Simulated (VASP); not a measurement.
# Co: single point with PBEsol

Crystal: Co.

```
CELL_PARAMETERS angstrom
2.47914 0.00000 0.00000
-1.23957 2.14700 0.00000
0.00000 0.00000 4.01116
ATOMIC_POSITIONS crystal
Co 0.33333 0.66667 0.25000
Co 0.66667 0.33333 0.75000
```

```json
{
 "Program": "VASP 6.6.1",
 "Task": "single point",
 "Functional": "PBEsol",
 "Potentials or basis": "VASP PAW PBE potentials, release 64 (Co)",
 "Cutoff": "520 eV",
 "k mesh": "18 × 18 × 10",
 "Occupations": "fermi-dirac, width 0.08 eV",
 "Spin": "collinear spin, ferromagnetic start",
 "Starting moments": "[1.7, 1.7] μB",
 "Dipole correction": "no",
 "Further INCAR settings": "ALGO = Normal; EDIFF = 1e-07; NBANDS = 20"
}
```

```
Pressure                                              : -7.3 GPa
Net moment                                            : 3.17 μB per cell
Site moments                                          : Co +1.60 μB
Valence electrons inside the program's atomic spheres : Co 8.30
```

Stress tensor (GPa, compression positive):
```
-7.27  0.00  0.00
 0.00 -7.27  0.00
 0.00  0.00 -7.40
```

Levels at points of the mesh, in eV from the Fermi level:
Spin up:
| k point | band 8 | band 9 | band 10 | band 11 | band 12 | band 13 | band 14 | band 15 |
| --- | --- | --- | --- | --- | --- | --- | --- | --- |
| (0.00, 0.00, 0.00) | -1.90 | -1.90 | -0.77 | -0.77 | -0.15 | 6.48 | 22.07 | 24.78 |
| (0.50, 0.00, 0.00) | -0.63 | -0.54 | -0.48 | 1.35 | 3.39 | 9.77 | 10.43 | 12.86 |
| (0.00, 0.00, 0.50) | -2.65 | -1.09 | -1.09 | -1.09 | -1.09 | 15.15 | 15.15 | 22.80 |
| (0.50, 0.00, 0.50) | -1.03 | -0.54 | -0.54 | 1.59 | 1.59 | 7.39 | 7.39 | 18.50 |
Spin down:
```csv
k point,band 4,band 5,band 6,band 7,band 8,band 9,band 10,band 11
"(0.00, 0.00, 0.00)",-0.99,-0.99,-0.62,-0.62,-0.18,-0.18,-0.13,1.07
"(0.50, 0.00, 0.00)",-1.87,-1.15,-1.06,-0.64,1.20,1.33,1.37,2.59
"(0.00, 0.00, 0.50)",-1.58,-1.06,-1.06,-1.06,-1.06,0.72,0.72,0.72
"(0.50, 0.00, 0.50)",-2.43,-0.07,-0.07,0.25,0.25,1.30,1.30,2.25
```

Run time: 7.7 min on 1 thread of AMD EPYC 7R13, on a shared host, peak memory 0.21 GiB.

Caveat: the PAW data sets were made with another functional, which shifts forces and pressure a little.
